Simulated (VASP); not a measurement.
# NaF (Pm-3m) in VASP: notebook, part 2 of 2

VASP 6.6.1. The steps go on from the part before.

### 3 Single point, r2SCAN

Contents of POSCAR:

```
NaF
1.0
    2.7933665414      0.0000000000      0.0000000000
    0.0000000000      2.7933665414      0.0000000000
    0.0000000000      0.0000000000      2.7933665414
Na F
1 1
Direct
    0.0000000000      0.0000000000      0.0000000000
    0.5000000000      0.5000000000      0.5000000000
```

Contents of INCAR.step1:

```
ALGO = Normal ; EDIFF = 1E-4
ENCUT = 520 ; GGA = PE
ISMEAR = 0 ; LASPH = True
LCHARG = False ; LREAL = False
LWAVE = True ; NBANDS = 14
NELM = 80 ; PREC = Accurate
SIGMA = 0.02
```

Contents of INCAR.step2:

```
ALGO = Normal ; EDIFF = 1E-6
ENCUT = 520 ; ISIF = 2
ISMEAR = 0 ; ISTART = 1
LASPH = True ; LCHARG = False
LMIXTAU = True ; LREAL = False
LWAVE = False ; METAGGA = R2SCAN
NBANDS = 14 ; NELM = 80
PREC = Accurate ; SIGMA = 0.02
```

Contents of KPOINTS:

```
k-points
0
Gamma
  8 8 8
```

Potentials or basis: VASP PAW PBE potentials, release 64 (Na_pv, F).

Launch:

```
cat potpaw_PBE.64/Na_pv/POTCAR potpaw_PBE.64/F/POTCAR > POTCAR
cp INCAR.step1 INCAR
mpirun -np 1 vasp_std > vasp.out
cp INCAR.step2 INCAR
mpirun -np 1 vasp_std > vasp.out
```

OUTCAR:

```text
EDIFF = 1E-6
   ENCUT = 520
   ISIF = 2
   ISMEAR = 0
   ISTART = 1
   LASPH = True
   LREAL = False
   METAGGA = R2SCAN
   NELM = 80
   PREC = Accurate

 ion  position               nearest neighbor table
   1  0.000  0.000  0.000-
   2  0.500  0.500  0.500-

  LATTYP: Found a simple cubic cell.
 ALAT       =     2.7933665414

  Lattice vectors:

 A1 = (   2.7933665414,   0.0000000000,   0.0000000000)
 A2 = (   0.0000000000,   2.7933665414,   0.0000000000)
 A3 = (   0.0000000000,   0.0000000000,   2.7933665414)

Analysis of symmetry for initial positions (statically):
=====================================================================
 Subroutine PRICEL returns:
 Original cell was already a primitive cell.

 Routine SETGRP: Setting up the symmetry group for a
 simple cubic supercell.

 Subroutine GETGRP returns: Found 48 space group operations
 (whereof 48 operations were pure point group operations)
 out of a pool of 48 trial point group operations.

The static configuration has the point symmetry O_h .

Analysis of symmetry for dynamics (positions and initial velocities):
=====================================================================
 Subroutine PRICEL returns:
 Original cell was already a primitive cell.

 Routine SETGRP: Setting up the symmetry group for a
 simple cubic supercell.

 Subroutine GETGRP returns: Found 48 space group operations
 (whereof 48 operations were pure point group operations)
 out of a pool of 48 trial point group operations.

The dynamic configuration has the point symmetry O_h .

 Subroutine INISYM returns: Found 48 space group operations
 (whereof 48 operations are pure point group operations),
 and found     1 'primitive' translations

----------------------------------------------------------------------------------------

                                     Primitive cell
[... 118 lines left out ...]
   AEXX    =    0.0000 exact exchange contribution
   IVDW    =     0    specifies the selected vdW correction
   LEPSILON=     F    determine dielectric tensor
   LRPA    =     F    only Hartree local field effects (RPA)
 non-spin polarized calculation
 Gauss-broadening in eV      SIGMA  =   0.02
  energy-cutoff  :      520.00
  volume of cell :       21.80
 maximum number of plane-waves:       624
 NGX is ok and might be reduce to    24
   NGX = 11   NGY = 11   NGZ = 11

 number of electron      14.0000006 magnetization

 Free energy of the ion-electron system (eV)
  ---------------------------------------------------
  ext. energy  EPLUGINS =         0.00000000
  ---------------------------------------------------
  free energy    TOTEN  =       -12.31388035 eV

  energy without entropy =      -12.31388035  energy(sigma->0) =      -12.31388035

 E-fermi :  -0.9942     XC(G=0): -10.5937

 val. band max:       -1.2378164202   @ k =   0.5000   0.5000   0.0000
 cond. band min:       5.8783916834   @ k =   0.0000   0.0000   0.0000
 fundamental gap:      7.1162081036
 Fermi energy:        -0.9942438874

 k-point     1 :       0.0000    0.0000    0.0000
  band No.  band energies     occupation
      1     -22.2581      2.00000
      2     -21.8760      2.00000
      3     -21.8760      2.00000
      4     -21.8760      2.00000
      5      -1.5772      2.00000
      6      -1.5772      2.00000
      7      -1.5772      2.00000
      8       5.8784      0.00000
      9      15.2380      0.00000
     10      15.2380      0.00000
     11      24.4082      0.00000
     12      24.4082      0.00000
     13      24.4082      0.00000
     14      31.0689      0.00000
[... 377 lines left out ...]
      1     -22.2600      2.00000
      2     -22.0630      2.00000
      3     -21.8620      2.00000
      4     -21.5727      2.00000
      5      -3.2038      2.00000
      6      -2.8827      2.00000
      7      -1.5453      2.00000
      8      12.0876      0.00000
      9      13.8648      0.00000
     10      15.4445      0.00000
     11      17.3467      0.00000
     12      22.2377      0.00000
     13      22.3244      0.00000
     14      29.5122      0.00000

 [... further k-points ...]

------------------------ aborting loop because EDIFF is reached ----------------------------------------

  FORCE on cell =-STRESS in cart. coord.  units (eV):
  Direction    XX          YY          ZZ          XY          YZ          ZX
  --------------------------------------------------------------------------------------
  -------------------------------------------------------------------------------------
  Total       -0.1084359     -0.1084359     -0.1084359      0.0000000      0.0000000     -0.0000000
  in kB       -7.9707658     -7.9707658     -7.9707658      0.0000000      0.0000000     -0.0000000
  external PRESSURE =      -7.9707658 kB  Pullay stress =       0.0000000 kB

 VOLUME and BASIS-vectors are now :
 -----------------------------------------------------------------------------
  energy-cutoff  :      520.00
  volume of cell :       21.80
      direct lattice vectors                 reciprocal lattice vectors
     2.793366541  0.000000000  0.000000000     0.357990971  0.000000000  0.000000000
     0.000000000  2.793366541  0.000000000     0.000000000  0.357990971  0.000000000
     0.000000000  0.000000000  2.793366541     0.000000000  0.000000000  0.357990971

 POSITION                                       TOTAL-FORCE (eV/Angst)
 -----------------------------------------------------------------------------------
      0.00000      0.00000      0.00000         0.000000      0.000000      0.000000
      1.39668      1.39668      1.39668         0.000000      0.000000      0.000000
 -----------------------------------------------------------------------------------
    total drift:                                0.000000      0.000000     -0.000000

  FREE ENERGIE OF THE ION-ELECTRON SYSTEM (eV)
  ---------------------------------------------------
  free  energy   TOTEN  =       -12.3138803461 eV

  energy  without entropy=      -12.3138803461  energy(sigma->0) =      -12.31388035
```

OUTCAR.step1:

```text
EDIFF = 1E-4
   ENCUT = 520
   GGA = PE
   ISMEAR = 0
   LASPH = True
[... 629 lines left out ...]
 -----------------------------------------------------------------------------------
      0.00000      0.00000      0.00000         0.000000      0.000000      0.000000
      1.39668      1.39668      1.39668         0.000000      0.000000      0.000000
 -----------------------------------------------------------------------------------
    total drift:                                0.000000      0.000000     -0.000000

  FREE ENERGIE OF THE ION-ELECTRON SYSTEM (eV)
  ---------------------------------------------------
  free  energy   TOTEN  =        -8.2301895205 eV

  energy  without entropy=       -8.2301895205  energy(sigma->0) =       -8.23018952
```

Wall time 64 s (1 thread of Intel Xeon 8259CL, shared host); peak memory 0.14 GiB.

What came out:

| Property | Result |
| --- | --- |
| Free energy | -12.3139 eV |
| Pressure | -0.8 GPa |
| Band gap on the k mesh | 7.12 eV (least direct gap 7.46 eV) |

Caveat: the PAW data sets were made with another functional, which shifts forces and pressure a little.

### 4 Relaxation of cell and atoms, r2SCAN

This run uses another cell than the first one, of 10.97 Å³/atom.

Contents of POSCAR:

```
NaF
1.0
    2.7993873940      0.0000000000      0.0000000000
    0.0000000000      2.7993873940      0.0000000000
    0.0000000000      0.0000000000      2.7993873940
Na F
1 1
Direct
    0.0000000000      0.0000000000      0.0000000000
    0.5000000000      0.5000000000      0.5000000000
```

Contents of INCAR.step1:

```
  ALGO = Normal
  EDIFF = 1E-4
  ENCUT = 600
  GGA = PE
  ISMEAR = 0
  LASPH = T
  LCHARG = F
  LREAL = F
  LWAVE = T
  NELM = 100
  PREC = Accurate
  SIGMA = 0.02
```

Contents of INCAR.step2:

```
  ALGO = Normal
  EDIFF = 1E-7
  EDIFFG = -0.01
  ENCUT = 600
  IBRION = 2
  ISIF = 3
  ISMEAR = 0
  ISTART = 1
  LASPH = T
  LCHARG = F
  LMIXTAU = T
  LREAL = F
  LWAVE = F
  METAGGA = R2SCAN
  NELM = 100
  NSW = 80
  PREC = Accurate
  SIGMA = 0.02
```

KPOINTS is that of step 3.

Potentials or basis: VASP PAW PBE potentials, release 64 (Na_pv, F).

Launch:

```
cat potpaw_PBE.64/Na_pv/POTCAR potpaw_PBE.64/F/POTCAR > POTCAR
cp INCAR.step1 INCAR
mpirun -np 1 vasp_std > vasp.out
cp INCAR.step2 INCAR
mpirun -np 1 vasp_std > vasp.out
```

OUTCAR:

```text
EDIFF = 1E-7
   EDIFFG = -0.01
   ENCUT = 600
   IBRION = 2
   ISIF = 3
   ISMEAR = 0
   ISTART = 1
   LASPH = T
   LREAL = F
   METAGGA = R2SCAN
   NELM = 100
   NSW = 80
   PREC = Accurate

 ion  position               nearest neighbor table
   1  0.000  0.000  0.000-
   2  0.500  0.500  0.500-

  LATTYP: Found a simple cubic cell.
 ALAT       =     2.7993873940

  Lattice vectors:

 A1 = (   2.7993873940,   0.0000000000,   0.0000000000)
 A2 = (   0.0000000000,   2.7993873940,   0.0000000000)
 A3 = (   0.0000000000,   0.0000000000,   2.7993873940)

Analysis of symmetry for initial positions (statically):
=====================================================================
 Subroutine PRICEL returns:
 Original cell was already a primitive cell.

 Routine SETGRP: Setting up the symmetry group for a
 simple cubic supercell.

 Subroutine GETGRP returns: Found 48 space group operations
 (whereof 48 operations were pure point group operations)
 out of a pool of 48 trial point group operations.

The static configuration has the point symmetry O_h .

Analysis of symmetry for dynamics (positions and initial velocities):
=====================================================================
 Subroutine PRICEL returns:
 Original cell was already a primitive cell.

 Routine SETGRP: Setting up the symmetry group for a
 simple cubic supercell.

 Subroutine GETGRP returns: Found 48 space group operations
 (whereof 48 operations were pure point group operations)
 out of a pool of 48 trial point group operations.

The dynamic configuration has the point symmetry O_h .

 Subroutine INISYM returns: Found 48 space group operations
 (whereof 48 operations are pure point group operations),
 and found     1 'primitive' translations

[... 132 lines left out ...]
   NGX = 11   NGY = 11   NGZ = 11

--------------------------------------- Ionic step        1  -------------------------------------------

 number of electron      14.0000007 magnetization

 Free energy of the ion-electron system (eV)
  ---------------------------------------------------
  ext. energy  EPLUGINS =         0.00000000
  ---------------------------------------------------
  free energy    TOTEN  =       -12.31644868 eV

  energy without entropy =      -12.31644868  energy(sigma->0) =      -12.31644868

------------------------ aborting loop because EDIFF is reached ----------------------------------------

  FORCE on cell =-STRESS in cart. coord.  units (eV):
  Direction    XX          YY          ZZ          XY          YZ          ZX
  --------------------------------------------------------------------------------------
  -------------------------------------------------------------------------------------
  Total       -0.1865724     -0.1865724     -0.1865724     -0.0000000      0.0000000     -0.0000000
  in kB      -13.6260158    -13.6260158    -13.6260158     -0.0000000      0.0000000     -0.0000000
  external PRESSURE =     -13.6260158 kB  Pullay stress =       0.0000000 kB
[... 131 lines left out ...]
--------------------------------------- Ionic step        5  -------------------------------------------

 number of electron      14.0000003 magnetization

 Free energy of the ion-electron system (eV)
  ---------------------------------------------------
  ext. energy  EPLUGINS =         0.00000000
  ---------------------------------------------------
  free energy    TOTEN  =       -12.31920326 eV

  energy without entropy =      -12.31920326  energy(sigma->0) =      -12.31920326

 E-fermi :  -1.0290     XC(G=0): -10.6944

 val. band max:       -1.1390791005   @ k =   0.5000   0.5000   0.0000
 cond. band min:       6.1051664278   @ k =   0.0000   0.0000   0.0000
 fundamental gap:      7.2442455283
 Fermi energy:        -1.0290098430

 k-point     1 :       0.0000    0.0000    0.0000
  band No.  band energies     occupation
      1     -22.2100      2.00000
      2     -21.7390      2.00000
      3     -21.7390      2.00000
      4     -21.7390      2.00000
      5      -1.4856      2.00000
      6      -1.4856      2.00000
      7      -1.4856      2.00000
      8       6.1052      0.00000
      9      15.4252      0.00000
     10      15.4252      0.00000
     11      24.8088      0.00000
[... 309 lines left out ...]
 k-point    24 :       0.5000    0.3750    0.1250
  band No.  band energies     occupation
      1     -22.1593      2.00000
      2     -21.9360      2.00000
      3     -21.7240      2.00000
      4     -21.4769      2.00000
      5      -3.1502      2.00000
      6      -2.8218      2.00000
      7      -1.4553      2.00000
      8      12.3259      0.00000
      9      14.1442      0.00000
     10      15.7252      0.00000
     11      17.6213      0.00000

 [... further k-points ...]

------------------------ aborting loop because EDIFF is reached ----------------------------------------

  FORCE on cell =-STRESS in cart. coord.  units (eV):
  Direction    XX          YY          ZZ          XY          YZ          ZX
  --------------------------------------------------------------------------------------
  -------------------------------------------------------------------------------------
  Total       -0.0021774     -0.0021774     -0.0021774      0.0000000      0.0000000      0.0000000
  in kB       -0.1629421     -0.1629421     -0.1629421      0.0000000      0.0000000      0.0000000
  external PRESSURE =      -0.1629421 kB  Pullay stress =       0.0000000 kB
[... 17 lines left out ...]
  FREE ENERGIE OF THE ION-ELECTRON SYSTEM (eV)
  ---------------------------------------------------
  free  energy   TOTEN  =       -12.3192032556 eV

  energy  without entropy=      -12.3192032556  energy(sigma->0) =      -12.31920326

 reached required accuracy - stopping structural energy minimisation
```

OSZICAR.step1:

```text
N       E                     dE             d eps       ncg     rms          rms(c)
DAV:   1     0.120131769918E+03    0.12013E+03   -0.88629E+03   779   0.180E+03
DAV:   2    -0.276247971680E+01   -0.12289E+03   -0.11466E+03   816   0.402E+02
DAV:   3    -0.906295075097E+01   -0.63005E+01   -0.62852E+01   872   0.899E+01
DAV:   4    -0.912791784655E+01   -0.64967E-01   -0.64956E-01   851   0.941E+00
DAV:   5    -0.912858577953E+01   -0.66793E-03   -0.66793E-03   898   0.962E-01    0.519E+00
DAV:   6    -0.827763902094E+01    0.85095E+00   -0.31524E+00   884   0.185E+01    0.172E+00
DAV:   7    -0.824970646827E+01    0.27933E-01   -0.30281E-02   790   0.365E+00    0.102E+00
DAV:   8    -0.823560829095E+01    0.14098E-01   -0.24773E-02   785   0.511E+00    0.125E-01
DAV:   9    -0.823621748380E+01   -0.60919E-03   -0.47519E-03   875   0.798E-01    0.913E-02
DAV:  10    -0.823609388885E+01    0.12359E-03   -0.73439E-04   800   0.346E-01    0.851E-03
DAV:  11    -0.823609263553E+01    0.12533E-05   -0.19981E-05   403   0.125E-01
   1 F= -.82360926E+01 E0= -.82360926E+01  d E =-.189628E-21
```

Wall time 4.3 min (1 thread of Intel Xeon 8259CL, shared host); peak memory 0.14 GiB.

What came out:

```yaml
Free_energy: -12.3192 eV
Relaxed_volume: 10.71 Å³/atom
Relaxed_cell: a = 2.777 Å, b = 2.777 Å, c = 2.777 Å, α = 90.00°, β = 90.00°, γ = 90.00°
Space_group_after_relaxing_to_0.1_Å: Pm-3m (No. 221)
Energy_gained_by_relaxing: 1.4 meV/atom
Ionic_steps: 5
Pressure_after_relaxing: 0.0 GPa
Band_gap_on_the_k_mesh: 7.24 eV (least direct gap 7.59 eV)
```

Step by step:
```csv
step,energy change (eV),largest force (eV/Å),pressure (GPa),volume (Å³)
1,0.0000,0.0000,-1.36,21.94
2,-0.0021,0.0000,-0.66,21.64
3,-0.0025,0.0000,-0.36,21.53
4,-0.0027,0.0000,0.31,21.31
5,-0.0028,0.0000,-0.02,21.41
```

Final structure:
```cif
data_structure
_symmetry_space_group_name_H-M 'P 1'
_symmetry_Int_Tables_number 1
_cell_length_a 2.7768
_cell_length_b 2.7768
_cell_length_c 2.7768
_cell_angle_alpha 90.000
_cell_angle_beta 90.000
_cell_angle_gamma 90.000
_cell_volume 21.41
loop_
_atom_site_label
_atom_site_type_symbol
_atom_site_fract_x
_atom_site_fract_y
_atom_site_fract_z
_atom_site_occupancy
Na1 Na 0.00000 0.00000 0.00000 1
F1 F 0.50000 0.50000 0.50000 1
```

Levels at points of the mesh, in eV from the valence-band top:
```
           k point  band 5  band 6  band 7  band 8  band 9  band 10
(0.00, 0.00, 0.00)   -0.35   -0.35   -0.35    7.24   16.56    16.56
(0.50, 0.00, 0.00)   -2.69   -0.22   -0.22   12.06   13.17    20.63
(0.50, 0.50, 0.00)   -1.94   -1.94    0.00   13.13   16.69    16.69
(0.50, 0.50, 0.50)   -1.73   -1.73   -1.73   15.66   15.66    15.66
```

Caveat: the PAW data sets were made with another functional, which shifts forces and pressure a little. A k mesh can miss the band edges.

### 5 Summary

```tsv
task	cell	cutoff (eV)	gap on the mesh (eV)	pressure (GPa)
single point	a = 2.793 Å, 2 atoms	660	7.12	-1.1
single point	a = 2.793 Å, 2 atoms	520	7.12	-0.8
relaxation of cell and atoms	relaxed from a = 2.799 Å, 2 atoms	600	7.24	0.0
```

Alike in all rows: level r2SCAN; potentials or basis VASP PAW PBE potentials, release 64 (Na_pv, F); no spin polarisation; k mesh 8 × 8 × 8; smearing gaussian 0.02 eV.

Caveats: the PAW data sets were made with another functional, which shifts forces and pressure a little.

Total energies depend on the potentials used, so only differences within one code and one set of settings carry meaning.
